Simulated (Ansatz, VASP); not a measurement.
**One calculation of BaTiO3, two programs**

```
CELL_PARAMETERS angstrom
2.86307 -1.65299 -2.35630
0.00000 3.30599 -2.35630
9.12094 5.26598 7.49962
ATOMIC_POSITIONS crystal
Ba 0.99420 0.99420 0.86607
Ba 0.99481 0.99481 0.23807
Ba 0.99451 0.99451 0.55207
Ti 0.48073 0.48073 0.08554
Ti 0.48042 0.48042 0.39954
Ti 0.48012 0.48012 0.71354
O 0.51153 0.02216 0.07588
O 0.51123 0.02185 0.38987
O 0.51092 0.02154 0.70387
O 0.02216 0.51153 0.07588
O 0.02185 0.51123 0.38987
O 0.02154 0.51092 0.70387
O 0.51138 0.51138 0.22954
O 0.51108 0.51108 0.54354
O 0.51077 0.51077 0.85753
```

Alike in both runs: task single point; functional PBE; k mesh 6 × 6 × 2; occupations gaussian, width 0.05 eV; no spin polarisation.

|  | VASP | Ansatz |
| --- | --- | --- |
| version | VASP 6.6.1 | Ansatz 0.2.0 |
| potentials or method | VASP PAW PBE potentials, release 64 (Ba_sv, Ti_sv, O), cutoff 520 eV | scalar-relativistic, plane waves, PAW |
| valence electrons in the cell | 120 | 120 |

```tsv
	VASP	Ansatz	Ansatz less VASP
gap on the k mesh at the Fermi level (eV)	2.02	2.03	+0.011
least direct gap on the mesh (eV)	2.91	2.91	+0.004
pressure (GPa)	-1.6	-3.0	-1.38
traceless stress, the component that is largest in VASP (GPa)	-0.53	-0.46	+0.069
rms of the force components (eV/Å)	0.274	0.270	-0.0034
```

Atom by atom the forces differ by 0.044 eV/Å (rms over components).

Spin-orbit coupling is off throughout.
